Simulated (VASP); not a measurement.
# TiAl (P-6m2) in VASP: further runs

The runs below take TiAl through single point, with PBEsol.

Everything below comes from runs of VASP 6.6.1. Logs are shortened: lines on timing, memory, paths and dates and some standing lists are left out, and cuts for length are marked.

## 1. The cell of the first run

The structure is hexagonal, space group P-6m2 (No. 187). Conventional cell: a = 2.729 Å, b = 2.729 Å, c = 4.426 Å, α = 90.00°, β = 90.00°, γ = 120.00°. Ti (site symmetry -6m2) has 6 Al at 2.72 Å and 6 Ti at 2.73 Å within 3.6 Å. Al (site symmetry -6m2) has 6 Ti at 2.72 Å and 6 Al at 2.73 Å within 3.6 Å.

## 2. Single point, PBEsol (14.27 Å³/atom)

Contents of INCAR:

```
ALGO = Normal
EDIFF = 1E-7
ENCUT = 520
GGA = PS
ISIF = 2
ISMEAR = 0
LASPH = T
LCHARG = T
LELF = T
LREAL = F
LVHAR = T
LWAVE = F
NBANDS = 14
NELM = 80
PREC = Accurate
SIGMA = 0.15
```

Contents of KPOINTS:

```
k-points
0
Gamma
  21 21 12
```

Contents of POSCAR:

```
TiAl
1.0
    2.7287456384      0.0000000000      0.0000000000
   -1.3643728192      2.3631630433      0.0000000000
    0.0000000000      0.0000000000      4.4264757762
Ti Al
1 1
Direct
    0.0000000000      0.0000000000      0.0000000000
    0.3333333333      0.6666666667      0.5000000000
```

Potentials or basis: VASP PAW PBE potentials, release 64 (Ti_sv, Al).

The run is started by

```bash
> cat potpaw_PBE.64/Ti_sv/POTCAR potpaw_PBE.64/Al/POTCAR > POTCAR
> mpirun -np 1 vasp_std > vasp.out
```

OUTCAR:

```text
EDIFF = 1E-7
   ENCUT = 520
   GGA = PS
   ISIF = 2
   ISMEAR = 0
   LASPH = T
   LREAL = F
   NELM = 80
   PREC = Accurate

 ion  position               nearest neighbor table
   1  0.000  0.000  0.000-   2 2.72   2 2.72   2 2.72   2 2.72   2 2.72   2 2.72
   2  0.333  0.667  0.500-   1 2.72   1 2.72   1 2.72   1 2.72   1 2.72   1 2.72

  LATTYP: Found a hexagonal cell.
 ALAT       =     2.7287456384
 C/A-ratio  =     1.6221650395

  Lattice vectors:

 A1 = (   2.7287456384,   0.0000000000,   0.0000000000)
 A2 = (  -1.3643728192,   2.3631630433,   0.0000000000)
 A3 = (   0.0000000000,   0.0000000000,   4.4264757762)

Analysis of symmetry for initial positions (statically):
=====================================================================
 Subroutine PRICEL returns:
 Original cell was already a primitive cell.

 Routine SETGRP: Setting up the symmetry group for a
 hexagonal supercell.

 Subroutine GETGRP returns: Found 12 space group operations
 (whereof 12 operations were pure point group operations)
 out of a pool of 24 trial point group operations.

The static configuration has the point symmetry D_3h.

Analysis of symmetry for dynamics (positions and initial velocities):
=====================================================================
 Subroutine PRICEL returns:
 Original cell was already a primitive cell.

 Routine SETGRP: Setting up the symmetry group for a
 hexagonal supercell.

 Subroutine GETGRP returns: Found 12 space group operations
 (whereof 12 operations were pure point group operations)
 out of a pool of 24 trial point group operations.

The dynamic configuration has the point symmetry D_3h.

 Subroutine INISYM returns: Found 12 space group operations
 (whereof 12 operations are pure point group operations),
 and found     1 'primitive' translations

----------------------------------------------------------------------------------------

                                     Primitive cell

  volume of cell :      28.5440

  direct lattice vectors                    reciprocal lattice vectors
     2.728745638  0.000000000  0.000000000     0.366468749  0.211580831  0.000000000
    -1.364372819  2.363163043  0.000000000     0.000000000  0.423161662  0.000000000
     0.000000000  0.000000000  4.426475776     0.000000000  0.000000000  0.225913356

  length of vectors
     2.728745638  2.728745638  4.426475776     0.423161662  0.423161662  0.225913356

  position of ions in fractional coordinates (direct lattice)
     0.000000000  0.000000000  0.000000000
     0.333333333  0.666666667  0.500000000

  ion indices of the primitive-cell ions
   primitive index   ion index
                 1           1
                 2           2

----------------------------------------------------------------------------------------

 KPOINTS: k-points

Automatic generation of k-mesh.
 Grid dimensions read from file:
 generate k-points for:   21   21   12

 Generating k-lattice:

  Cartesian coordinates                     Fractional coordinates (reciprocal lattice)
     0.017450893  0.010075278  0.000000000     0.047619048  0.000000000  0.000000000
     0.000000000  0.020150555  0.000000000     0.000000000  0.047619048  0.000000000
     0.000000000  0.000000000  0.018826113     0.000000000  0.000000000  0.083333333

  Length of vectors
     0.020150555  0.020150555  0.018826113

  Shift w.r.t. Gamma in fractional coordinates (k-lattice)
     0.000000000  0.000000000  0.000000000

 Subroutine IBZKPT returns following result:
 ===========================================

 Found    336 irreducible k-points:

 Following reciprocal coordinates:
            Coordinates               Weight
  0.000000  0.000000  0.000000      1.000000
  0.047619 -0.000000  0.000000      6.000000
  0.095238  0.000000  0.000000      6.000000
  0.142857  0.000000  0.000000      6.000000
  0.190476  0.000000  0.000000      6.000000
  0.238095  0.000000  0.000000      6.000000
[... 16 lines left out ...]
  0.142857  0.095238  0.000000     12.000000
  0.190476  0.095238  0.000000     12.000000
 [... further k-points ...]
   k-points           NKPTS =    336   k-points in BZ     NKDIM =    336   number of bands    NBANDS=     14
   number of dos      NEDOS =    301   number of ions     NIONS =      2
   total plane-waves  NPLWV =  14400
   dimension x,y,z NGX =    20 NGY =   20 NGZ =   36
   dimension x,y,z NGXF=    40 NGYF=   40 NGZF=   72
   ions per type =               1   1
   NGX,Y,Z   is equivalent  to a cutoff of  12.18, 12.18, 13.52 a.u.
   NGXF,Y,Z  is equivalent  to a cutoff of  24.37, 24.37, 27.04 a.u.
 SYSTEM =  unknown system
   PREC   = accura    normal or accurate (medium, high low for compatibility)
   ISTART =      0    job   : 0-new  1-cont  2-samecut
   ICHARG =      2    charge: 1-file 2-atom 10-const
   ISPIN  =      1    spin polarized calculation?
   LNONCOLLINEAR =      F non collinear calculations
   LSORBIT =      F    spin-orbit coupling
   LASPH  =      T    aspherical Exc in radial PAW
   ENCUT  =  520.0 eV  38.22 Ry    6.18 a.u.   5.07  5.07  8.23*2*pi/ulx,y,z
   NELM   =     80;   NELMIN=  2; NELMDL= -5     # of ELM steps
   EDIFF  = 0.1E-06   stopping-criterion for ELM
   LREAL  =      F    real-space projection
   EDIFFG = 0.1E-05   stopping-criterion for IOM
   NSW    =      0    number of steps for IOM
   IBRION =     -1    ionic relax: 0-MD 1-quasi-New 2-CG
   NFREE  =      0    steps in history (QN), initial steepest desc. (CG)
   ISIF   =      2    stress and relaxation
   ISYM   =      2    0-nonsym 1-usesym 2-fastsym
   POTIM  = 0.5000    time-step for ionic-motion
   TEBEG  =    0.0;   TEEND  =   0.0 temperature during run
   PSTRESS=    0.0 pullay stress
   NELECT =      15.0000    total number of electrons
   NUPDOWN=      -1.0000    fix difference up-down
   EMIN   =  10.00;   EMAX   =-10.00  energy-range for DOS
   EFERMI =   0.00;   METHOD = LEGACY
   ISMEAR =     0;   SIGMA  =   0.15  broadening in eV -4-tet -1-fermi 0-gaus
   EFERMI_NEDOS =   21; number of points for ismear=-14 and -15
   IALGO  =     38    algorithm
   IMIX   =      4    mixing-type and parameters
     AMIX     =   0.40;   BMIX     =  1.00
     AMIX_MAG =   1.60;   BMIX_MAG =  1.00
  volume/ion in A,a.u.               =      14.27        96.31
  Fermi-wavevector in a.u.,A,eV,Ry     =   1.321094  2.496505 23.746095  1.745289
  Thomas-Fermi vector in A             =   2.450872
   LORBIT       =      0    0 simple, 1 ext, 2 COOP (PROOUT), +10 PAW based schemes
   GGA     = PS    functional components
   LHFCALC =     F    Hartree Fock is set to
   AEXX    =    0.0000 exact exchange contribution
   IVDW    =     0    specifies the selected vdW correction
   LEPSILON=     F    determine dielectric tensor
   LRPA    =     F    only Hartree local field effects (RPA)
 non-spin polarized calculation
 Gauss-broadening in eV      SIGMA  =   0.15
  energy-cutoff  :      520.00
  volume of cell :       28.54
 maximum number of plane-waves:       785
   NGX = 11   NGY = 11   NGZ = 17

 number of electron      14.9999997 magnetization

 Free energy of the ion-electron system (eV)
  ---------------------------------------------------
  ext. energy  EPLUGINS =         0.00000000
  ---------------------------------------------------
  free energy    TOTEN  =       -12.74420058 eV

  energy without entropy =      -12.71727468  energy(sigma->0) =      -12.73073763

 E-fermi :   9.4545     XC(G=0): -11.7082

 val. band max:        9.4509376457   @ k =   0.3810   0.0476   0.4167
 cond. band min:       9.4554420268   @ k =   0.3333   0.0476   0.2500
 fundamental gap:      0.0045043811
 Fermi energy:         9.4544745854

 k-point     1 :       0.0000    0.0000    0.0000
  band No.  band energies     occupation
      1     -46.5029      2.00000
      2     -22.9633      2.00000
      3     -22.3348      2.00000
      4     -22.3348      2.00000
      5      -0.2365      2.00000
      6       6.9776      2.00000
      7       7.6289      2.00000
      8      10.9042      0.00000
      9      10.9042      0.00000
     10      12.7316      0.00000
     11      12.7316      0.00000
     12      14.2219      0.00000
     13      23.3572      0.00000
     14      23.3572      0.00000

 k-point     2 :       0.0476   -0.0000    0.0000
  band No.  band energies     occupation
      1     -46.4991      2.00000
      2     -22.9596      2.00000
      3     -22.3564      2.00000
      4     -22.3395      2.00000
      5      -0.1735      2.00000
      6       7.0490      2.00000
      7       7.6271      2.00000
      8      10.8343      0.00000
      9      10.9606      0.00000
     10      12.7110      0.00000
     11      12.7464      0.00000
     12      14.2383      0.00000
     13      22.4027      0.00000
     14      22.8929      0.00000

 k-point     3 :       0.0952    0.0000    0.0000
  band No.  band energies     occupation
      1     -46.4880      2.00000
      2     -22.9491      2.00000
      3     -22.4192      2.00000
      4     -22.3533      2.00000
      5       0.0142      2.00000
      6       7.2557      2.00000
      7       7.6216      2.00000
      8      10.6401      0.00000
      9      11.1277      0.00000
     10      12.6514      0.00000
     11      12.7918      0.00000
     12      14.2842      0.00000
     13      20.7614      0.00000
     14      22.1226      0.00000
[... 324 lines left out ...]
 k-point    23 :       0.1429    0.0952    0.0000
  band No.  band energies     occupation
      1     -46.4394      2.00000
      2     -22.9031      2.00000
      3     -22.6764      2.00000
      4     -22.4257      2.00000
      5       0.9318      2.00000
      6       7.6039      2.00000
      7       8.1241      2.00000
      8       9.8861      0.00005
      9      11.9380      0.00000
     10      12.2904      0.00000
     11      13.1368      0.00000
     12      14.4428      0.00000
     13      17.4951      0.00000
     14      18.9490      0.00000

 k-point    24 :       0.1905    0.0952    0.0000
  band No.  band energies     occupation
      1     -46.4152      2.00000
      2     -22.8803      2.00000
      3     -22.7990      2.00000
      4     -22.4626      2.00000
      5       1.4672      2.00000
      6       7.6014      2.00000
      7       8.4510      2.00000
      8       9.6310      0.09608
      9      12.0960      0.00000
     10      12.3338      0.00000
     11      13.3564      0.00000
     12      14.4519      0.00000
     13      16.2997      0.00000
     14      18.3154      0.00000

 [... further k-points ...]

------------------------ aborting loop because EDIFF is reached ----------------------------------------

  FORCE on cell =-STRESS in cart. coord.  units (eV):
  Direction    XX          YY          ZZ          XY          YZ          ZX
  --------------------------------------------------------------------------------------
  -------------------------------------------------------------------------------------
  Total        3.0289875      3.0289875      3.6743741      0.0000000     -0.0000000      0.0000000
  in kB      170.0173468    170.0173468    206.2429533      0.0000000     -0.0000000      0.0000000
  external PRESSURE =     182.0925489 kB  Pullay stress =       0.0000000 kB

 VOLUME and BASIS-vectors are now :
 -----------------------------------------------------------------------------
  energy-cutoff  :      520.00
  volume of cell :       28.54
      direct lattice vectors                 reciprocal lattice vectors
     2.728745638  0.000000000  0.000000000     0.366468749  0.211580831  0.000000000
    -1.364372819  2.363163043  0.000000000     0.000000000  0.423161662  0.000000000
     0.000000000  0.000000000  4.426475776     0.000000000  0.000000000  0.225913356

 POSITION                                       TOTAL-FORCE (eV/Angst)
 -----------------------------------------------------------------------------------
      0.00000      0.00000      0.00000         0.000000     -0.000000      0.000000
     -0.00000      1.57544      2.21324        -0.000000      0.000000      0.000000
 -----------------------------------------------------------------------------------
    total drift:                                0.000000     -0.000000      0.000000

  FREE ENERGIE OF THE ION-ELECTRON SYSTEM (eV)
  ---------------------------------------------------
  free  energy   TOTEN  =       -12.7442005768 eV

  energy  without entropy=      -12.7172746849  energy(sigma->0) =      -12.73073763
```

Run time: 2.3 min. Hardware: 1 thread of Intel Xeon 8259CL, shared host; peak memory 0.25 GiB.

What came out:

| Item | Value |
| --- | --- |
| Free energy | -12.7442 eV |
| Pressure | 18.2 GPa |
| Band gap on the k mesh | zero (an odd number of electrons rules out a gap without spin polarisation) |

Stress tensor (GPa, compression positive):
```
17.00  0.00  0.00
 0.00 17.00  0.00
 0.00  0.00 20.62
```

Levels at points of the mesh, in eV from the Fermi level:
```tsv
k point	band 5	band 6	band 7	band 8	band 9	band 10
(0.00, 0.00, 0.00)	-9.69	-2.48	-1.83	1.45	1.45	3.28
(0.00, 0.00, 0.50)	-8.60	-5.62	-0.55	1.46	1.46	3.17
```

Caveat: the cell stands under pressure; the PAW data sets were made with another functional, which shifts forces and pressure a little.

## 3. Single point, PBEsol, collinear spin (14.27 Å³/atom)

Contents of INCAR:

```
PREC = Accurate
ENCUT = 520
EDIFF = 1E-7
ISMEAR = 0
SIGMA = 0.15
LREAL = False
LASPH = True
NELM = 150
ALGO = Normal
ISIF = 2
LWAVE = False
LCHARG = False
ISPIN = 2
MAGMOM = 0.5 0
LORBIT = 11
NUPDOWN = 0.5
LMAXMIX = 4
GGA = PS
NBANDS = 18
```

Contents of KPOINTS:

```
Automatic mesh
0
Gamma
  21 21 12
```

POSCAR is that of step 2.

Potentials or basis: VASP PAW PBE potentials, release 64 (Ti_sv, Al).

The run is started by

```bash
> cat potpaw_PBE.64/Ti_sv/POTCAR potpaw_PBE.64/Al/POTCAR > POTCAR
> mpirun -np 1 vasp_std > vasp.out
```

It took 5.5 min on 1 thread of Intel Xeon 8259CL, shared host; peak memory 0.36 GiB.

Results (log left out):

| Item | Value |
| --- | --- |
| Free energy | -12.7279 eV |
| Pressure | 18.5 GPa |
| Net moment | 0.50 μB per cell |
| Site moments | Ti +0.29; Al +0.02 μB |
| Valence electrons inside the program's atomic spheres | Ti 10.47; Al 0.88 |

Stress tensor (GPa, compression positive):
```
17.87  0.00  0.00
 0.00 17.87  0.00
 0.00  0.00 19.80
```

Caveat: the cell stands under pressure; the PAW data sets were made with another functional, which shifts forces and pressure a little; the total moment is fixed, so each spin has its own Fermi level.

## 4. Single point, PBEsol, collinear spin (14.92 Å³/atom)

This run uses another cell than the first one, of 14.92 Å³/atom.

Contents of INCAR:

```
ALGO = Fast ; EDIFF = 1E-6
ENCUT = 520 ; GGA = PS
ISIF = 2 ; ISMEAR = 0
ISPIN = 2 ; LASPH = True
LCHARG = False ; LMAXMIX = 4
LORBIT = 11 ; LREAL = False
LWAVE = False ; MAGMOM = 0.75 0
NBANDS = 18 ; NELM = 150
NUPDOWN = 0.75 ; PREC = Accurate
SIGMA = 0.15
```

Contents of KPOINTS:

```
k-points
0
Gamma
  21 21 12
```

Contents of POSCAR:

```
TiAl
1.0
    2.7694960644      0.0000000000      0.0000000000
   -1.3847480322      2.3984539475      0.0000000000
    0.0000000000      0.0000000000      4.4925796926
Ti Al
1 1
Direct
    0.0000000000      0.0000000000      0.0000000000
    0.3333333333      0.6666666667      0.5000000000
```

The run is started by

```bash
> cat potpaw_PBE.64/Ti_sv/POTCAR potpaw_PBE.64/Al/POTCAR > POTCAR
> mpirun -np 1 vasp_std > vasp.out
```

Wall time 3.2 min (1 thread of Intel Xeon 6975P-C (Granite Rapids), shared host); peak memory 0.38 GiB.

The run converged. Its results:

```yaml
Free_energy: -12.8184 eV
Pressure: 11.5 GPa
Net_moment: 0.75 μB per cell
Site_moments: Ti +0.45; Al +0.02 μB
Valence_electrons_inside_the_program's_atomic_spheres: Ti 10.40; Al 0.85
```

Stress tensor (GPa, compression positive):
```
11.84  0.00  0.00
 0.00 11.84  0.00
 0.00  0.00 10.96
```

Caveat: the cell stands under pressure; the PAW data sets were made with another functional, which shifts forces and pressure a little; the total moment is fixed, so each spin has its own Fermi level.

## 5. The runs side by side

```tsv
spin	fixed moment (μB)	cell	pressure (GPa)	moment (μB)
off	-	a = 2.729, b = 2.729, c = 4.426 Å, angles 90.0, 90.0, 120.0°, 2 atoms	18.2	-
collinear	0.5	a = 2.729, b = 2.729, c = 4.426 Å, angles 90.0, 90.0, 120.0°, 2 atoms	18.5	0.50
collinear	0.75	a = 2.769, b = 2.769, c = 4.493 Å, angles 90.0, 90.0, 120.0°, 2 atoms	11.5	0.75
```

Alike in all rows: task single point; level PBEsol; potentials or basis VASP PAW PBE potentials, release 64 (Ti_sv, Al); k mesh 21 × 21 × 12; cutoff (eV) 520; smearing gaussian 0.15 eV.

Caveats: the cell stands under pressure; the PAW data sets were made with another functional, which shifts forces and pressure a little; the total moment is fixed, so each spin has its own Fermi level (at least some runs).

Absolute energies hang on the potentials; compare differences alone.
